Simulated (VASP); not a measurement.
Input of a VASP 6.6.1 run:

File INCAR:

```
SYSTEM = InSb
  ALGO = Normal
  EDIFF = 1E-6
  ENCUT = 520
  GGA = PE
  ISIF = 2
  ISMEAR = 0
  LASPH = .True.
  LCHARG = .False.
  LREAL = .False.
  LWAVE = .False.
  NBANDS = 16
  NELM = 80
  PREC = Accurate
  SIGMA = 0.1
```

File KPOINTS:

```
k-points
0
Gamma
  4 4 4
  0 0 0
```

Contents of POSCAR:

```
InSb
1.0
    0.0000000000      3.3166107078      3.3166107078
    3.3166107078      0.0000000000      3.3166107078
    3.3166107078      3.3166107078      0.0000000000
In Sb
1 1
Direct
    0.0000000000      0.0000000000      0.0000000000
    0.2500000000      0.2500000000      0.2500000000
```

Potentials or basis: VASP PAW PBE potentials, release 64 (In_d, Sb).

The run is started by

```console
$ cat potpaw_PBE.64/In_d/POTCAR potpaw_PBE.64/Sb/POTCAR > POTCAR
$ mpirun -np 1 vasp_std > vasp.out
```

What does it give for the pressure?

0.4 GPa.

Estimate the band gap on the k mesh.

zero (filled and empty bands touch).

Caveat: the k points lie up to 0.41 Å⁻¹ apart; spin-orbit coupling is left out, which moves the levels of the heavy elements.
